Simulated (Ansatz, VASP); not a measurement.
## P: VASP beside Ansatz

File INCAR:

```
ALGO = Normal
DIPOL = 0.5 0.5 0.373
EDIFF = 1E-7
ENCUT = 520
GGA = PE
IDIPOL = 3
ISIF = 2
ISMEAR = 0
IVDW = 12
LASPH = T
LCHARG = F
LDIPOL = T
LREAL = F
LWAVE = F
NBANDS = 30
NELM = 100
PREC = Accurate
SIGMA = 0.05
```

Contents of KPOINTS:

```
k-points
0
Gamma
  8 6 1
```

The input POSCAR:

```
P
1.0
    3.2961869271      0.0000000000      0.0000000000
    0.0000000000      4.4391555608      0.0000000000
    0.0000000000      0.0000000000     21.7461973993
P
8
Direct
    0.5000000000      0.9174951521      0.2069327302
    0.0000000000      0.5825048479      0.2069327302
    0.5000000000      0.0825048479      0.3045635326
    0.0000000000      0.4174951521      0.3045635326
    1.0000000000      0.5825048479      0.4406792840
    0.5000000000      0.2475145437      0.4406792840
    1.0000000000     -0.2524854563      0.5383100863
    0.5000000000      0.0825048479      0.5383100863
```

Input for Ansatz:

```yaml
crystal:
  lattice:
    - [3.2961869271, 0.0, 0.0]
    - [0.0, 4.4391555608, 0.0]
    - [0.0, 0.0, 21.7461973993]
  atoms:
    - { symbol: P, position: [0.5, 0.9174951521, 0.2069327302] }
    - { symbol: P, position: [0.0, 0.5825048479, 0.2069327302] }
    - { symbol: P, position: [0.5, 0.0825048479, 0.3045635326] }
    - { symbol: P, position: [0.0, 0.4174951521, 0.3045635326] }
    - { symbol: P, position: [1.0, 0.5825048479, 0.440679284] }
    - { symbol: P, position: [0.5, 0.2475145437, 0.440679284] }
    - { symbol: P, position: [1.0, -0.2524854563, 0.5383100863] }
    - { symbol: P, position: [0.5, 0.0825048479, 0.5383100863] }
basis:
  ecutwfc: 420
kpoints:
  mp_grid: { grid: [8, 6, 1] }
hamiltonian:
  xc: pbe
  dispersion: d3bj
scf:
  occupations: { method: gaussian, width: 0.05 }
output:
  forces: true
  eigenvalues: true
efield:
  axis: 3
  dipole_correction: true
  ramp_width: 0.04
```

Alike in both runs: task single point; functional PBE; dispersion D3(BJ); k mesh 8 × 6 × 1; occupations gaussian, width 0.05 eV; no spin polarisation.

|  | VASP | Ansatz |
| --- | --- | --- |
| version | VASP 6.6.1 | Ansatz 0.2.0 |
| potentials or method | VASP PAW PBE potentials, release 64 (P), cutoff 520 eV | scalar-relativistic, plane waves, PAW |
| valence electrons in the cell | 40 | 40 |

```csv
,VASP,Ansatz,Ansatz less VASP
gap on the k mesh at the Fermi level (eV),0.69,0.68,-0.007
least direct gap on the mesh (eV),0.78,0.78,-0.001
rms of the force components (eV/Å),0.140,0.140,0.0000
```

Atom by atom the forces differ by 0.032 eV/Å (rms over components).
